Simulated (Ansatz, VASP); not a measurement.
## One calculation of TiAl3, two programs

```
Ti Al
1.0
     5.57658    0.00000    0.00000
    -2.78829    4.82946    0.00000
     0.00000    0.00000    4.71586
Ti Al
2 6
Cartesian
  0.0000 3.2196 3.5369
  2.7883 1.6098 1.1790
  2.7883 3.2284 3.5369
  0.0000 1.6010 1.1790
  1.3865 0.8005 3.5369
  1.4018 4.0289 1.1790
  -1.4018 4.0289 1.1790
  4.1901 0.8005 3.5369
```

Alike in both runs: task relaxation of cell and atoms; functional PBE; k mesh 12 × 12 × 8; occupations gaussian, width 0.1 eV; no spin polarisation.

|  | VASP | Ansatz |
| --- | --- | --- |
| version | VASP 6.6.1 | Ansatz 0.2.0 |
| potentials or method | VASP PAW PBE potentials, release 64 (Ti_sv, Al), cutoff 600 eV | scalar-relativistic, plane waves, PAW |
| valence electrons in the cell | 42 | 42 |

VASP gave:

| Property | Result |
| --- | --- |
| gap on the k mesh at the Fermi level, each at its own relaxed structure (eV) | none |
| relaxed volume (Å³/atom) | 15.88 |
| relaxed cell length with the largest relative difference (Å) | 4.719 |

Question: Which values does Ansatz return?

Answer: gap on the k mesh at the Fermi level, each at its own relaxed structure (eV): none; relaxed volume (Å³/atom): 15.88; relaxed cell length with the largest relative difference (Å): 4.722.

A gap of «none» marks a metal or a gap that the smearing closes.
